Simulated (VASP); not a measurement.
# Ir (R-3m) in VASP: notebook, part 2 of 2

VASP 6.6.1.

**3. Single point, PBE (equal xy, yz and zx shear strains of -1 %)**

File INCAR:

```
SYSTEM = Ir
PREC = Accurate
ENCUT = 520
EDIFF = 1E-6
ISMEAR = -1
SIGMA = 0.05
LREAL = .FALSE.
LASPH = .TRUE.
NELM = 80
ALGO = Normal
ISIF = 2
LWAVE = .FALSE.
LCHARG = .TRUE.
GGA = PE
LELF = .TRUE.
LVHAR = .TRUE.
NBANDS = 10
```

File KPOINTS:

```
regular mesh
0
G
  15 15 15
  0 0 0
```

File POSCAR:

```
Ir
1.0
   -0.0191970000      1.9101015000      1.9101015000
    1.9101015000     -0.0191970000      1.9101015000
    1.9101015000      1.9101015000     -0.0191970000
Ir
1
Direct
    0.0000000000      0.0000000000      0.0000000000
```

Potentials or basis: VASP PAW PBE potentials, release 64 (Ir).

Started as:

```
$ cat potpaw_PBE.64/Ir/POTCAR > POTCAR
$ mpirun -np 1 vasp_std > vasp.out
```

OUTCAR:

```text
SYSTEM = Ir
   PREC = Accurate
   ENCUT = 520
   EDIFF = 1E-6
   ISMEAR = -1
   LREAL = .FALSE.
   LASPH = .TRUE.
   NELM = 80
   ISIF = 2
   GGA = PE

 ion  position               nearest neighbor table
   1  0.000  0.000  0.000-

  LATTYP: Found a trigonal (rhomboedric) cell.
 ALAT       =     2.7013596587
 COS(alpha) =     0.4899250057

  Lattice vectors:

 A1 = (  -0.0191970000,   1.9101015000,   1.9101015000)
 A2 = (   1.9101015000,  -0.0191970000,   1.9101015000)
 A3 = (   1.9101015000,   1.9101015000,  -0.0191970000)

Analysis of symmetry for initial positions (statically):
=====================================================================
 Subroutine PRICEL returns:
 Original cell was already a primitive cell.

 Routine SETGRP: Setting up the symmetry group for a
 trigonal (rhombohedral) supercell.

 Subroutine GETGRP returns: Found 12 space group operations
 (whereof 12 operations were pure point group operations)
 out of a pool of 12 trial point group operations.

The static configuration has the point symmetry D_3d.

Analysis of symmetry for dynamics (positions and initial velocities):
=====================================================================
 Subroutine PRICEL returns:
 Original cell was already a primitive cell.

 Routine SETGRP: Setting up the symmetry group for a
 trigonal (rhombohedral) supercell.

 Subroutine GETGRP returns: Found 12 space group operations
 (whereof 12 operations were pure point group operations)
 out of a pool of 12 trial point group operations.

The dynamic configuration has the point symmetry D_3d.

 Subroutine INISYM returns: Found 12 space group operations
 (whereof 12 operations are pure point group operations),
 and found     1 'primitive' translations

----------------------------------------------------------------------------------------

                                     Primitive cell

  volume of cell :      14.1481

  direct lattice vectors                    reciprocal lattice vectors
    -0.019197000  1.910101500  1.910101500    -0.257852659  0.260470452  0.260470452
     1.910101500 -0.019197000  1.910101500     0.260470452 -0.257852659  0.260470452
     1.910101500  1.910101500 -0.019197000     0.260470452  0.260470452 -0.257852659

  length of vectors
     2.701359659  2.701359659  2.701359659     0.449641753  0.449641753  0.449641753

  position of ions in fractional coordinates (direct lattice)
     0.000000000  0.000000000  0.000000000

  ion indices of the primitive-cell ions
   primitive index   ion index
                 1           1

----------------------------------------------------------------------------------------

 KPOINTS: regular mesh

Automatic generation of k-mesh.
 Grid dimensions read from file:
 generate k-points for:   15   15   15

 Generating k-lattice:

  Cartesian coordinates                     Fractional coordinates (reciprocal lattice)
    -0.017190177  0.017364697  0.017364697     0.066666667  0.000000000  0.000000000
     0.017364697 -0.017190177  0.017364697     0.000000000  0.066666667  0.000000000
     0.017364697  0.017364697 -0.017190177     0.000000000  0.000000000  0.066666667

  Length of vectors
     0.029976117  0.029976117  0.029976117

  Shift w.r.t. Gamma in fractional coordinates (k-lattice)
     0.000000000  0.000000000  0.000000000

 Subroutine IBZKPT returns following result:
 ===========================================

 Found    344 irreducible k-points:

 Following reciprocal coordinates:
            Coordinates               Weight
  0.000000  0.000000  0.000000      1.000000
  0.066667  0.000000 -0.000000      6.000000
  0.133333 -0.000000 -0.000000      6.000000
  0.200000  0.000000  0.000000      6.000000
  0.266667 -0.000000 -0.000000      6.000000
  0.333333  0.000000 -0.000000      6.000000
[... 16 lines left out ...]
  0.133333  0.133333 -0.000000      6.000000
  0.200000  0.133333 -0.000000     12.000000
 [... further k-points ...]
   k-points           NKPTS =    344   k-points in BZ     NKDIM =    344   number of bands    NBANDS=     10
   number of dos      NEDOS =    301   number of ions     NIONS =      1
   total plane-waves  NPLWV =   8000
   dimension x,y,z NGX =    20 NGY =   20 NGZ =   20
   dimension x,y,z NGXF=    40 NGYF=   40 NGZF=   40
   ions per type =               1
   NGX,Y,Z   is equivalent  to a cutoff of  12.31, 12.31, 12.31 a.u.
   NGXF,Y,Z  is equivalent  to a cutoff of  24.62, 24.62, 24.62 a.u.
 SYSTEM =  Ir
   PREC   = accura    normal or accurate (medium, high low for compatibility)
   ISTART =      0    job   : 0-new  1-cont  2-samecut
   ICHARG =      2    charge: 1-file 2-atom 10-const
   ISPIN  =      1    spin polarized calculation?
   LNONCOLLINEAR =      F non collinear calculations
   LSORBIT =      F    spin-orbit coupling
   LASPH  =      T    aspherical Exc in radial PAW
   ENCUT  =  520.0 eV  38.22 Ry    6.18 a.u.   5.02  5.02  5.02*2*pi/ulx,y,z
   NELM   =     80;   NELMIN=  2; NELMDL= -5     # of ELM steps
   EDIFF  = 0.1E-05   stopping-criterion for ELM
   LREAL  =      F    real-space projection
   EDIFFG = 0.1E-04   stopping-criterion for IOM
   NSW    =      0    number of steps for IOM
   IBRION =     -1    ionic relax: 0-MD 1-quasi-New 2-CG
   NFREE  =      0    steps in history (QN), initial steepest desc. (CG)
   ISIF   =      2    stress and relaxation
   ISYM   =      2    0-nonsym 1-usesym 2-fastsym
   POTIM  = 0.5000    time-step for ionic-motion
   TEBEG  =    0.0;   TEEND  =   0.0 temperature during run
   PSTRESS=    0.0 pullay stress
   NELECT =       9.0000    total number of electrons
   NUPDOWN=      -1.0000    fix difference up-down
   EMIN   =  10.00;   EMAX   =-10.00  energy-range for DOS
   EFERMI =   0.00;   METHOD = LEGACY
   ISMEAR =    -1;   SIGMA  =   0.05  broadening in eV -4-tet -1-fermi 0-gaus
   EFERMI_NEDOS =   21; number of points for ismear=-14 and -15
   IALGO  =     38    algorithm
   IMIX   =      4    mixing-type and parameters
     AMIX     =   0.40;   BMIX     =  1.00
     AMIX_MAG =   1.60;   BMIX_MAG =  1.00
  volume/ion in A,a.u.               =      14.15        95.48
  Fermi-wavevector in a.u.,A,eV,Ry     =   1.407959  2.660656 26.971472  1.982347
  Thomas-Fermi vector in A             =   2.530165
   LORBIT       =      0    0 simple, 1 ext, 2 COOP (PROOUT), +10 PAW based schemes
   GGA     = PE    functional components
   LHFCALC =     F    Hartree Fock is set to
   AEXX    =    0.0000 exact exchange contribution
   IVDW    =     0    specifies the selected vdW correction
   LEPSILON=     F    determine dielectric tensor
   LRPA    =     F    only Hartree local field effects (RPA)
 non-spin polarized calculation
  energy-cutoff  :      520.00
  volume of cell :       14.15
 maximum number of plane-waves:       390
   NGX =  9   NGY =  9   NGZ =  9

 number of electron       9.0000000 magnetization

 Free energy of the ion-electron system (eV)
  ---------------------------------------------------
  ext. energy  EPLUGINS =         0.00000000
  ---------------------------------------------------
  free energy    TOTEN  =        -8.84485229 eV

  energy without entropy =       -8.83704316  energy(sigma->0) =       -8.84094773

 E-fermi :  10.4524     XC(G=0): -13.9879

 val. band max:       10.4507536618   @ k =  -0.4667   0.2667   0.1333
 cond. band min:      10.4546879607   @ k =  -0.4667  -0.4667   0.1333
 fundamental gap:      0.0039342989
 Fermi energy:        10.4523504640

 k-point     1 :       0.0000    0.0000    0.0000
  band No.  band energies     occupation
      1      -0.7134      2.00000
      2       6.4363      2.00000
      3       6.4363      2.00000
      4       6.6753      2.00000
      5       9.2116      2.00000
      6       9.2116      2.00000
      7      24.7279      0.00000
      8      30.1580      0.00000
      9      30.1580      0.00000
     10      30.6489      0.00000

 k-point     2 :       0.0667    0.0000   -0.0000
  band No.  band energies     occupation
      1      -0.5178      2.00000
      2       6.3507      2.00000
      3       6.5140      2.00000
      4       6.7462      2.00000
      5       9.1597      2.00000
      6       9.1612      2.00000
      7      25.0631      0.00000
      8      29.2140      0.00000
      9      30.4865      0.00000
     10      30.9197      0.00000
[... 274 lines left out ...]
 k-point    24 :       0.2000    0.1333   -0.0000
  band No.  band energies     occupation
      1       0.9344      2.00000
      2       5.4628      2.00000
      3       7.2222      2.00000
      4       7.4818      2.00000
      5       8.1894      2.00000
      6       9.6800      2.00000
      7      27.4229      0.00000
      8      27.4593      0.00000
      9      30.7690      0.00000
     10      31.0022      0.00000

 [... further k-points ...]
[... 5 lines left out ...]
  --------------------------------------------------------------------------------------
  -------------------------------------------------------------------------------------
  Total        0.8539770      0.8539770      0.8539770      0.2474419      0.2474419      0.2474419
  in kB       96.7073192     96.7073192     96.7073192     28.0211745     28.0211745     28.0211745
  external PRESSURE =      96.7073192 kB  Pullay stress =       0.0000000 kB

 VOLUME and BASIS-vectors are now :
 -----------------------------------------------------------------------------
  energy-cutoff  :      520.00
  volume of cell :       14.15
      direct lattice vectors                 reciprocal lattice vectors
    -0.019197000  1.910101500  1.910101500    -0.257852659  0.260470452  0.260470452
     1.910101500 -0.019197000  1.910101500     0.260470452 -0.257852659  0.260470452
     1.910101500  1.910101500 -0.019197000     0.260470452  0.260470452 -0.257852659

 POSITION                                       TOTAL-FORCE (eV/Angst)
 -----------------------------------------------------------------------------------
      0.00000      0.00000      0.00000        -0.000000      0.000000     -0.000000
 -----------------------------------------------------------------------------------
    total drift:                                0.000000     -0.000000     -0.000000

  FREE ENERGIE OF THE ION-ELECTRON SYSTEM (eV)
  ---------------------------------------------------
  free  energy   TOTEN  =        -8.8448522895 eV

  energy  without entropy=       -8.8370431622  energy(sigma->0) =       -8.84094773
```

OSZICAR:

```text
N       E                     dE             d eps       ncg     rms          rms(c)
DAV:   1     0.488761873577E+02    0.48876E+02   -0.43459E+03  6888   0.820E+02
DAV:   2    -0.850243901775E+01   -0.57379E+02   -0.54813E+02  7030   0.199E+02
DAV:   3    -0.939169682413E+01   -0.88926E+00   -0.88656E+00  7992   0.303E+01
DAV:   4    -0.939985841125E+01   -0.81616E-02   -0.81601E-02  7780   0.268E+00
DAV:   5    -0.940001549165E+01   -0.15708E-03   -0.15708E-03  7896   0.358E-01    0.153E+01
DAV:   6    -0.893871920129E+01    0.46130E+00   -0.79397E-01  7684   0.110E+01    0.627E+00
DAV:   7    -0.885100375168E+01    0.87715E-01   -0.26713E-01  8126   0.586E+00    0.146E+00
DAV:   8    -0.884841841557E+01    0.25853E-02   -0.20897E-03  7452   0.478E-01    0.109E+00
DAV:   9    -0.884484675369E+01    0.35717E-02   -0.22794E-03  7698   0.668E-01    0.175E-02
DAV:  10    -0.884485093504E+01   -0.41814E-05   -0.13473E-05  9704   0.352E-02    0.261E-02
DAV:  11    -0.884485231422E+01   -0.13792E-05   -0.10812E-06  5356   0.118E-02    0.129E-03
DAV:  12    -0.884485228949E+01    0.24723E-07   -0.34422E-08  3650   0.203E-03
   1 F= -.88448523E+01 E0= -.88409477E+01  d E =-.780913E-02
```

stdout:

```text
POSCAR found type information on POSCAR Ir
 POSCAR found :  1 types and       1 ions
 scaLAPACK will be used
 LDA part: xc-table for (Slater+PW92), standard interpolation
 POSCAR, INCAR and KPOINTS ok, starting setup
 FFT: planning ... GRIDC
 FFT: planning ... GRID_SOFT
 FFT: planning ... GRID
 WAVECAR not read
 entering main loop
```

It took 60 s on 1 thread of Intel Xeon 8259CL, shared host; peak memory 0.17 GiB.

What came out:

* Free energy: -8.8449 eV
* Pressure: 9.7 GPa
* Band gap on the k mesh: zero (an odd number of electrons rules out a gap without spin polarisation)

Caveat: the cell differs from its parent crystal (equal xy, yz and zx shear strains of -1 %); the cell stands under pressure; spin-orbit coupling is left out, which moves the levels of the heavy elements.

**4. Single point, PBE (equal xy, yz and zx shear strains of +2 %)**

File INCAR:

```
ALGO     = Normal         # electronic algorithm
EDIFF    = 1E-6           # SCF threshold, eV
ENCUT    = 520            # plane-wave cutoff, eV
GGA      = PE             # functional
ISIF     = 2              # what is computed and relaxed
ISMEAR   = -1             # smearing method
LASPH    = T              # aspherical terms in the spheres
LCHARG   = F              # write CHGCAR
LREAL    = F              # projectors in reciprocal space
LWAVE    = F              # write WAVECAR
NBANDS   = 10             # bands
NELM     = 100            # most SCF steps
PREC     = Accurate       # precision mode
SIGMA    = 0.05           # smearing width, eV
```

File KPOINTS:

```
k-points
0
Gamma
  15 15 15
```

File POSCAR:

```
Ir
1.0
    0.0383940000      1.9388970000      1.9388970000
    1.9388970000      0.0383940000      1.9388970000
    1.9388970000      1.9388970000      0.0383940000
Ir
1
Direct
    0.0000000000      0.0000000000      0.0000000000
```

Started as:

```
$ cat potpaw_PBE.64/Ir/POTCAR > POTCAR
$ mpirun -np 1 vasp_std > vasp.out
```

Wall time 57 s (1 thread of Intel Xeon 8259CL, shared host); peak memory 0.17 GiB.

It converged, with:

```yaml
Free_energy: -8.8333 eV
Pressure: 10.1 GPa
Band_gap_on_the_k_mesh: zero (an odd number of electrons rules out a gap without spin polarisation)
```

Stress tensor (GPa, compression positive):
```
10.13 -5.75 -5.75
-5.75 10.13 -5.75
-5.75 -5.75 10.13
```

Levels at points of the mesh, in eV from the Fermi level:
| k point | band 1 | band 2 | band 3 | band 4 | band 5 | band 6 | band 7 | band 8 | band 9 |
| --- | --- | --- | --- | --- | --- | --- | --- | --- | --- |
| (0.00, 0.00, 0.00) | -11.16 | -4.23 | -3.79 | -3.79 | -1.22 | -1.22 | 14.27 | 19.26 | 20.21 |

Caveat: the cell differs from its parent crystal (equal xy, yz and zx shear strains of +2 %); the cell stands under pressure; spin-orbit coupling is left out, which moves the levels of the heavy elements.

**5. Single point, PBE (equal xy, yz and zx shear strains of -2 %)**

File INCAR:

```
SYSTEM = Ir
ALGO = Normal ; EDIFF = 1E-6
ENCUT = 520 ; GGA = PE
ISIF = 2 ; ISMEAR = -1
LASPH = .True. ; LCHARG = .False.
LREAL = .False. ; LWAVE = .False.
NBANDS = 10 ; NELM = 80
PREC = Accurate ; SIGMA = 0.05
```

File KPOINTS:

```
k-points
0
Gamma
  15 15 15
  0 0 0
```

File POSCAR:

```
Ir
1.0
   -0.0383940000      1.9005030000      1.9005030000
    1.9005030000     -0.0383940000      1.9005030000
    1.9005030000      1.9005030000     -0.0383940000
Ir
1
Direct
    0.0000000000      0.0000000000      0.0000000000
```

Started as:

```
$ cat potpaw_PBE.64/Ir/POTCAR > POTCAR
$ mpirun -np 1 vasp_std > vasp.out
```

Run time: 54 s. Hardware: 1 thread of Intel Xeon 8259CL, shared host; peak memory 0.17 GiB.

It converged, with:

```
Free energy            : -8.8334 eV
Pressure               : 10.1 GPa
Band gap on the k mesh : zero (an odd number of electrons rules out a gap without spin polarisation)
```

Stress tensor (GPa, compression positive):
```
10.12  5.60  5.60
 5.60 10.12  5.60
 5.60  5.60 10.12
```

Levels at points of the mesh, in eV from the Fermi level:
```csv
k point,band 2,band 3,band 4,band 5,band 6,band 7
"(0.00, 0.00, 0.00)",-4.10,-4.10,-3.61,-1.22,-1.22,14.27
```

Caveat: the cell differs from its parent crystal (equal xy, yz and zx shear strains of -2 %); the cell stands under pressure; spin-orbit coupling is left out, which moves the levels of the heavy elements.

**6. Single point, PBE (equal xy, yz and zx shear strains of +1 %)**

File INCAR:

```
PREC = Accurate
ENCUT = 520
EDIFF = 1E-6
ISMEAR = -1
SIGMA = 0.05
LREAL = False
LASPH = True
NELM = 80
ALGO = Normal
ISIF = 2
LWAVE = False
LCHARG = False
GGA = PE
NBANDS = 10
```

File KPOINTS:

```
regular mesh
0
Gamma
  15 15 15
```

File POSCAR:

```
Ir
1.0
    0.0191970000      1.9292985000      1.9292985000
    1.9292985000      0.0191970000      1.9292985000
    1.9292985000      1.9292985000      0.0191970000
Ir
1
Direct
    0.0000000000      0.0000000000      0.0000000000
```

Potentials or basis: VASP PAW PBE potentials, release 64 (Ir).

Started as:

```
$ cat potpaw_PBE.64/Ir/POTCAR > POTCAR
$ mpirun -np 1 vasp_std > vasp.out
```

It took 55 s on 1 thread of Intel Xeon 8259CL, shared host; peak memory 0.17 GiB.

The run converged. Its results:

| Quantity | Value |
| --- | --- |
| Free energy | -8.8448 eV |
| Pressure | 9.7 GPa |
| Band gap on the k mesh | zero (an odd number of electrons rules out a gap without spin polarisation) |

Stress tensor (GPa, compression positive):
```
 9.67 -2.85 -2.85
-2.85  9.67 -2.85
-2.85 -2.85  9.67
```

Levels at points of the mesh, in eV from the Fermi level:
| k point | band 1 | band 2 | band 3 | band 4 | band 5 | band 6 | band 7 | band 8 | band 9 |
| --- | --- | --- | --- | --- | --- | --- | --- | --- | --- |
| (0.00, 0.00, 0.00) | -11.17 | -4.09 | -3.86 | -3.86 | -1.24 | -1.24 | 14.28 | 19.55 | 20.03 |

Caveat: the cell differs from its parent crystal (equal xy, yz and zx shear strains of +1 %); the cell stands under pressure; spin-orbit coupling is left out, which moves the levels of the heavy elements.

**7. The runs side by side**

| cell | gap on the mesh (eV) | pressure (GPa) |
| --- | --- | --- |
| a = 2.675 Å, angles 62.0°, 1 atom | none | 10.9 |
| a = 2.701 Å, angles 60.7°, 1 atom | none | 9.7 |
| a = 2.742 Å, angles 58.7°, 1 atom | none | 10.1 |
| a = 2.688 Å, angles 61.3°, 1 atom | none | 10.1 |
| a = 2.729 Å, angles 59.3°, 1 atom | none | 9.7 |

Alike in all rows: task single point; level PBE; potentials or basis VASP PAW PBE potentials, release 64 (Ir); no spin polarisation; k mesh 15 × 15 × 15; cutoff (eV) 520; smearing fermi-dirac 0.05 eV.

Caveats: the cell stands under pressure; spin-orbit coupling is left out, which moves the levels of the heavy elements.

Total energies depend on the potentials used, so only differences within one code and one set of settings carry meaning.
